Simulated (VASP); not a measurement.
# C (Fd-3m) in VASP: settings compared, part 2 of 3

VASP 6.6.1. Earlier steps stand in the parts before.

**3. Single point, HSE06 (strain +1.0%)**

File POSCAR:

```
C
1.0
    0.0000000000      1.7979253840      1.7979253840
    1.7979253840      0.0000000000      1.7979253840
    1.7979253840      1.7979253840      0.0000000000
C
2
Direct
    0.0000000000      0.0000000000      0.0000000000
    0.2500000000      0.2500000000      0.2500000000
```

File INCAR.step1:

```
PREC = Accurate
ENCUT = 520
EDIFF = 1E-5
ISMEAR = 0
SIGMA = 0.01
LREAL = F
LASPH = T
NELM = 60
ALGO = Normal
ISIF = 2
LWAVE = T
LCHARG = F
NBANDS = 11
GGA = PE
```

File INCAR.step2:

```
PREC = Accurate
ENCUT = 520
EDIFF = 1E-7
ISMEAR = 0
SIGMA = 0.01
LREAL = F
LASPH = T
NELM = 60
ALGO = Normal
ISIF = 2
LWAVE = F
LCHARG = F
GGA = PE
LHFCALC = T
HFSCREEN = 0.2079
PRECFOCK = Normal
NBANDS = 11
ISTART = 1
```

File KPOINTS:

```
Automatic mesh
0
Gamma
  8 8 8
```

Potentials or basis: VASP PAW PBE potentials, release 64 (C).

The run is started by

```bash
cat potpaw_PBE.64/C/POTCAR > POTCAR
cp INCAR.step1 INCAR
mpirun -np 1 vasp_std > vasp.out
cp INCAR.step2 INCAR
mpirun -np 1 vasp_std > vasp.out
```

OUTCAR:

```text
PREC = Accurate
   ENCUT = 520
   EDIFF = 1E-7
   ISMEAR = 0
   LREAL = F
   LASPH = T
   NELM = 60
   ISIF = 2
   GGA = PE
   LHFCALC = T
   HFSCREEN = 0.2079
   PRECFOCK = Normal
   ISTART = 1

 ion  position               nearest neighbor table
   1  0.000  0.000  0.000-   2 1.56   2 1.56   2 1.56   2 1.56
   2  0.250  0.250  0.250-   1 1.56   1 1.56   1 1.56   1 1.56

  LATTYP: Found a face centered cubic cell.
 ALAT       =     3.5958507680

  Lattice vectors:

 A1 = (   0.0000000000,   1.7979253840,   1.7979253840)
 A2 = (   1.7979253840,   0.0000000000,   1.7979253840)
 A3 = (   1.7979253840,   1.7979253840,   0.0000000000)

Analysis of symmetry for initial positions (statically):
=====================================================================
 Subroutine PRICEL returns:
 Original cell was already a primitive cell.

 Routine SETGRP: Setting up the symmetry group for a
 face centered cubic supercell.

 Subroutine GETGRP returns: Found 48 space group operations
 (whereof 24 operations were pure point group operations)
 out of a pool of 48 trial point group operations.

The static configuration has the point symmetry T_d .
 The point group associated with its full space group is O_h .

Analysis of symmetry for dynamics (positions and initial velocities):
=====================================================================
 Subroutine PRICEL returns:
 Original cell was already a primitive cell.

 Routine SETGRP: Setting up the symmetry group for a
 face centered cubic supercell.

 Subroutine GETGRP returns: Found 48 space group operations
 (whereof 24 operations were pure point group operations)
 out of a pool of 48 trial point group operations.

The dynamic configuration has the point symmetry T_d .
 The point group associated with its full space group is O_h .

 Subroutine INISYM returns: Found 48 space group operations
 (whereof 24 operations are pure point group operations),
 and found     1 'primitive' translations

----------------------------------------------------------------------------------------

                                     Primitive cell

  volume of cell :      11.6237

  direct lattice vectors                    reciprocal lattice vectors
     0.000000000  1.797925384  1.797925384    -0.278098304  0.278098304  0.278098304
     1.797925384  0.000000000  1.797925384     0.278098304 -0.278098304  0.278098304
     1.797925384  1.797925384  0.000000000     0.278098304  0.278098304 -0.278098304

  length of vectors
     2.542650462  2.542650462  2.542650462     0.481680392  0.481680392  0.481680392

  position of ions in fractional coordinates (direct lattice)
     0.000000000  0.000000000  0.000000000
     0.250000000  0.250000000  0.250000000

  ion indices of the primitive-cell ions
   primitive index   ion index
                 1           1
                 2           2

----------------------------------------------------------------------------------------

 KPOINTS: Automatic mesh

Automatic generation of k-mesh.
 Grid dimensions read from file:
 generate k-points for:    8    8    8

 Generating k-lattice:
[... 48 lines left out ...]
   dimension x,y,z NGXF=    40 NGYF=   40 NGZF=   40
   ions per type =               2
   NGX,Y,Z   is equivalent  to a cutoff of  13.08, 13.08, 13.08 a.u.
   NGXF,Y,Z  is equivalent  to a cutoff of  26.15, 26.15, 26.15 a.u.
 SYSTEM =  unknown system
   PREC   = accura    normal or accurate (medium, high low for compatibility)
   ISTART =      1    job   : 0-new  1-cont  2-samecut
   ICHARG =      0    charge: 1-file 2-atom 10-const
   ISPIN  =      1    spin polarized calculation?
   LNONCOLLINEAR =      F non collinear calculations
   LSORBIT =      F    spin-orbit coupling
   LASPH  =      T    aspherical Exc in radial PAW
   ENCUT  =  520.0 eV  38.22 Ry    6.18 a.u.   4.73  4.73  4.73*2*pi/ulx,y,z
   NELM   =     60;   NELMIN=  2; NELMDL=  0     # of ELM steps
   EDIFF  = 0.1E-06   stopping-criterion for ELM
   LREAL  =      F    real-space projection
   EDIFFG = 0.1E-05   stopping-criterion for IOM
   NSW    =      0    number of steps for IOM
   IBRION =     -1    ionic relax: 0-MD 1-quasi-New 2-CG
   NFREE  =      0    steps in history (QN), initial steepest desc. (CG)
   ISIF   =      2    stress and relaxation
   ISYM   =      3    0-nonsym 1-usesym 2-fastsym
   POTIM  = 0.5000    time-step for ionic-motion
   TEBEG  =    0.0;   TEEND  =   0.0 temperature during run
   PSTRESS=    0.0 pullay stress
   NELECT =       8.0000    total number of electrons
   NUPDOWN=      -1.0000    fix difference up-down
   EMIN   =  10.00;   EMAX   =-10.00  energy-range for DOS
   EFERMI =   0.00;   METHOD = LEGACY
   ISMEAR =     0;   SIGMA  =   0.01  broadening in eV -4-tet -1-fermi 0-gaus
   EFERMI_NEDOS =   21; number of points for ismear=-14 and -15
   IALGO  =     38    algorithm
   IMIX   =      1    mixing-type and parameters
     AMIX     =   0.40;   BMIX     =  1.00
     AMIX_MAG =   1.60;   BMIX_MAG =  1.00
  volume/ion in A,a.u.               =       5.81        39.22
  Fermi-wavevector in a.u.,A,eV,Ry     =   1.445406  2.731421 28.425268  2.089198
  Thomas-Fermi vector in A             =   2.563591
   LORBIT       =      0    0 simple, 1 ext, 2 COOP (PROOUT), +10 PAW based schemes
   GGA     = PE    functional components
   LHFCALC =     T    Hartree Fock is set to
   PRECFOCK=normal    Normal, Fast or Accurate (Low or Medium for compatibility)
   ENCUT4O =  -1.0   cutoff for four orbital integrals eV
   NKREDX  =     1    reduce k-point grid by
   NKREDY  =     1    reduce k-point grid by
   NKREDZ  =     1    reduce k-point grid by
   AEXX    =    0.2500 exact exchange contribution
   HFSCREEN=    0.2079 screening length (either q_TF or 0.3 A-1)
   HFSCREENC=   0.2079 screening length for correlation (either q_TF or 0.3 A-1)
   ENCUTFOCK=  -1.0 apply spherical cutoff to Coloumb kernel
   IVDW    =     0    specifies the selected vdW correction
   LEPSILON=     F    determine dielectric tensor
   LRPA    =     F    only Hartree local field effects (RPA)
 non-spin polarized calculation
 Gauss-broadening in eV      SIGMA  =   0.01
  energy-cutoff  :      520.00
  volume of cell :       11.62
 maximum number of plane-waves:       331
  NGX = 16; NGY = 16; NGZ = 16

 number of electron       8.0000000 magnetization

 Free energy of the ion-electron system (eV)
  ---------------------------------------------------
  ext. energy  EPLUGINS =         0.00000000
  ---------------------------------------------------
  free energy    TOTEN  =       -21.02704602 eV

  energy without entropy =      -21.02704602  energy(sigma->0) =      -21.02704602

 E-fermi :   8.8441     XC(G=0): -10.7300

 val. band max:        8.7672807123   @ k =   0.0000   0.0000   0.0000
 cond. band min:      13.9856276797   @ k =   0.3750   0.3750   0.0000
 fundamental gap:      5.2183469674
 Fermi energy:         8.8440654218

 k-point     1 :       0.0000    0.0000    0.0000
  band No.  band energies     occupation
      1     -14.4273      2.00000
      2       8.7673      2.00000
      3       8.7673      2.00000
      4       8.7673      2.00000
      5      15.6634      0.00000
      6      15.6634      0.00000
      7      15.6634      0.00000
      8      23.4455      0.00000
      9      29.2837      0.00000
     10      36.7823      0.00000
     11      36.7823      0.00000
[... 309 lines left out ...]
 k-point    24 :      -0.3750    0.2500    0.1250
  band No.  band energies     occupation
      1      -7.2643      2.00000
      2      -4.5157      2.00000
      3       1.9691      2.00000
      4       3.7884      2.00000
      5      18.4091      0.00000
      6      19.5897      0.00000
      7      23.4918      0.00000
      8      25.4167      0.00000
      9      28.5409      0.00000
     10      34.5606      0.00000
     11      36.7291      0.00000

 [... further k-points ...]

------------------------ aborting loop because EDIFF is reached ----------------------------------------

  FORCE on cell =-STRESS in cart. coord.  units (eV):
  Direction    XX          YY          ZZ          XY          YZ          ZX
  --------------------------------------------------------------------------------------
  -------------------------------------------------------------------------------------
  Total       -1.2820481     -1.2820481     -1.2820481     -0.0000000      0.0000000      0.0000000
  in kB     -176.7135688   -176.7135688   -176.7135688     -0.0000000      0.0000000      0.0000000
  external PRESSURE =    -176.7135688 kB  Pullay stress =       0.0000000 kB

 VOLUME and BASIS-vectors are now :
 -----------------------------------------------------------------------------
  energy-cutoff  :      520.00
  volume of cell :       11.62
      direct lattice vectors                 reciprocal lattice vectors
     0.000000000  1.797925384  1.797925384    -0.278098304  0.278098304  0.278098304
     1.797925384  0.000000000  1.797925384     0.278098304 -0.278098304  0.278098304
     1.797925384  1.797925384  0.000000000     0.278098304  0.278098304 -0.278098304

 POSITION                                       TOTAL-FORCE (eV/Angst)
 -----------------------------------------------------------------------------------
      0.00000      0.00000      0.00000        -0.000000     -0.000000     -0.000000
      0.89896      0.89896      0.89896         0.000000      0.000000      0.000000
 -----------------------------------------------------------------------------------
    total drift:                                0.000000     -0.000000      0.000000

  FREE ENERGIE OF THE ION-ELECTRON SYSTEM (eV)
  ---------------------------------------------------
  free  energy   TOTEN  =       -21.0270460210 eV

  energy  without entropy=      -21.0270460210  energy(sigma->0) =      -21.02704602
```

OUTCAR.step1:

```text
PREC = Accurate
   ENCUT = 520
   EDIFF = 1E-5
   ISMEAR = 0
   LREAL = F
   LASPH = T
[... 558 lines left out ...]
 -----------------------------------------------------------------------------------
      0.00000      0.00000      0.00000        -0.000000     -0.000000     -0.000000
      0.89896      0.89896      0.89896         0.000000      0.000000      0.000000
 -----------------------------------------------------------------------------------
    total drift:                                0.000000      0.000000      0.000000

  FREE ENERGIE OF THE ION-ELECTRON SYSTEM (eV)
  ---------------------------------------------------
  free  energy   TOTEN  =       -18.1799472130 eV

  energy  without entropy=      -18.1799472130  energy(sigma->0) =      -18.17994721
```

OSZICAR.step1:

```text
N       E                     dE             d eps       ncg     rms          rms(c)
DAV:   1    -0.995844560380E-01   -0.99584E-01   -0.47341E+03   662   0.716E+02
DAV:   2    -0.184324978574E+02   -0.18333E+02   -0.17850E+02   805   0.118E+02
DAV:   3    -0.187721632474E+02   -0.33967E+00   -0.33888E+00   725   0.129E+01
DAV:   4    -0.187727177135E+02   -0.55447E-03   -0.55446E-03   709   0.667E-01
DAV:   5    -0.187727183943E+02   -0.68073E-06   -0.68069E-06   725   0.215E-02    0.538E+00
DAV:   6    -0.183279260667E+02    0.44479E+00   -0.23286E-01   659   0.338E+00    0.322E+00
DAV:   7    -0.181781329303E+02    0.14979E+00   -0.28742E-01   677   0.380E+00    0.719E-01
DAV:   8    -0.181798835470E+02   -0.17506E-02   -0.81147E-03   653   0.666E-01    0.429E-02
DAV:   9    -0.181799267596E+02   -0.43213E-04   -0.63056E-05   756   0.637E-02    0.240E-02
DAV:  10    -0.181799471501E+02   -0.20391E-04   -0.15818E-05   671   0.346E-02    0.529E-03
DAV:  11    -0.181799472130E+02   -0.62865E-07   -0.24970E-07   328   0.454E-03
   1 F= -.18179947E+02 E0= -.18179947E+02  d E =-.630185E-59
```

It took 15 min on 1 thread of Intel Xeon Platinum 8375C at 2.90GHz (Ice Lake), shared host; peak memory 0.22 GiB.

Results:

- Free energy: -21.0270 eV
- Pressure: -17.7 GPa
- Band gap on the k mesh: 5.22 eV, indirect (least direct gap 6.90 eV)

Caveat: the cell differs from its parent crystal (strain +1.0%); the PAW data sets were made with another functional, which shifts forces and pressure a little. A k mesh can miss the band edges.

[end of part 2 of 3]
